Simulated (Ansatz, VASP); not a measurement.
**SnSe2 in VASP and in Ansatz**

```
Sn Se
1.0
     5.30276    0.00000    0.00000
     0.00000    5.30276    0.00000
     0.00000    0.00000    5.01884
Sn Se
1 2
Direct
  0.00000 0.00000 0.71271
  0.50000 0.00000 0.71044
  0.00000 0.50000 0.71044
```

Alike in both runs: functional PBE; k mesh 4 × 4 × 4; occupations gaussian, width 0.1 eV; no spin polarisation.

Ansatz relaxed the structure, and its values are those at the end. VASP's run is a single point on that final structure, the one shown.

|  | VASP | Ansatz |
| --- | --- | --- |
| version | VASP 6.6.1 | Ansatz 0.2.0 |
| potentials or method | VASP PAW PBE potentials, release 64 (Sn_d, Se), cutoff 520 eV | scalar-relativistic, plane waves, PAW |
| valence electrons in the cell | 26 | 46 |

|  | VASP | Ansatz | Ansatz less VASP |
| --- | --- | --- | --- |
| gap on the k mesh at the Fermi level (eV) | none | none | - |
| pressure (GPa) | 0.3 | 0.3 | -0.01 |

A gap of «none» marks a metal or a gap that the smearing closes. VASP's potentials hold 26 valence electrons a cell and Ansatz's 46, so a difference there can come from the potentials and not from the codes.
